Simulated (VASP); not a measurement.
**TaN: single point with LDA**

TaN:

```
Ta N
1.0
     0.00000    2.15309    2.15309
     2.15309    0.00000    2.15309
     2.15309    2.15309    0.00000
Ta N
1 1
Cartesian
  2.1531 2.1531 2.1531
  0.0000 0.0000 0.0000
```

```json
{"Program": "VASP 6.6.1", "Task": "single point", "Functional": "LDA", "Potentials or basis": "VASP PAW LDA potentials, release 64 (Ta_sv_GW, N)", "Cutoff": "700 eV", "k mesh": "16 × 16 × 16", "Occupations": "fermi-dirac, width 0.15 eV", "Spin": "no spin polarisation"}
```

```json
{
  "Pressure": "13.3 GPa",
  "Band gap on the k mesh": "zero (bands 9 and 10 overlap by 4.40 eV)"
}
```

Levels at points of the mesh, in eV from the Fermi level:
```
           k point  band 6  band 7  band 8  band 9  band 10  band 11  band 12  band 13
(0.00, 0.00, 0.00)   -3.94   -3.94   -3.94   -2.30    -2.30    -2.30     0.03     0.03
(0.50, 0.00, 0.00)  -10.84   -8.03   -8.03    2.10     2.10     2.21     4.14     8.21
(0.50, 0.50, 0.00)   -6.63   -5.90   -4.69   -4.69     2.28     3.92     3.92     5.34
```

Wall time 66 s on 1 thread of AMD EPYC 7R13 Processor (Zen 3), with other jobs on the host, peak memory 0.18 GiB.

Caveat: the cell stands under pressure; spin-orbit coupling is left out, which moves the levels of the heavy elements.
